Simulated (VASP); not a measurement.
Input of a VASP 6.6.1 run:

File INCAR:

```
SYSTEM = TlCu3I4
  PREC = Accurate
  ENCUT = 520
  EDIFF = 1E-6
  ISMEAR = -1
  SIGMA = 0.03
  LREAL = .False.
  LASPH = .True.
  NELM = 100
  ALGO = Normal
  ISIF = 2
  LWAVE = .False.
  LCHARG = .False.
  GGA = PS
  NBANDS = 47
```

File KPOINTS:

```
regular mesh
0
Gamma
  4 4 4
  0 0 0
```

Contents of POSCAR:

```
TlCu3I4
1.0
    6.3523826579      0.0000000000      0.0000000000
    0.0000000000      6.3523826579      0.0000000000
    0.0000000000      0.0000000000      6.3523826579
Tl Cu I
1 3 4
Direct
    0.0000000000      0.0000000000      0.0000000000
    0.0000000000      0.5000000000      0.5000000000
    0.5000000000      0.0000000000      0.5000000000
    0.5000000000      0.5000000000      0.0000000000
    0.2853651069      0.2853651069      0.2853651069
    0.7146348931      0.7146348931      0.2853651069
    0.2853651069      0.7146348931      0.7146348931
    0.7146348931      0.2853651069      0.7146348931
```

Potentials or basis: VASP PAW PBE potentials, release 64 (Tl_d, Cu, I).

The run is started by

```console
$ cat potpaw_PBE.64/Tl_d/POTCAR potpaw_PBE.64/Cu/POTCAR potpaw_PBE.64/I/POTCAR > POTCAR
$ mpirun -np 1 vasp_std > vasp.out
```

Q: What does it give for the band gap on the k mesh?

A: 1.09 eV (least direct gap 1.34 eV).

Q: Predict the largest force.

A: 0.004 eV/Å.

Q: Estimate the pressure.

A: 0.0 GPa.

Forces on the atoms (eV/Å):
```
Tl   0.000  0.000  0.000
Cu   0.000  0.000  0.000
Cu   0.000  0.000  0.000
Cu   0.000  0.000  0.000
I   -0.002 -0.002 -0.002
I    0.002  0.002 -0.002
I   -0.002  0.002  0.002
I    0.002 -0.002  0.002
```

Caveat: the PAW data sets were made with another functional, which shifts forces and pressure a little; spin-orbit coupling is left out, which moves the levels of the heavy elements. A k mesh can miss the band edges.
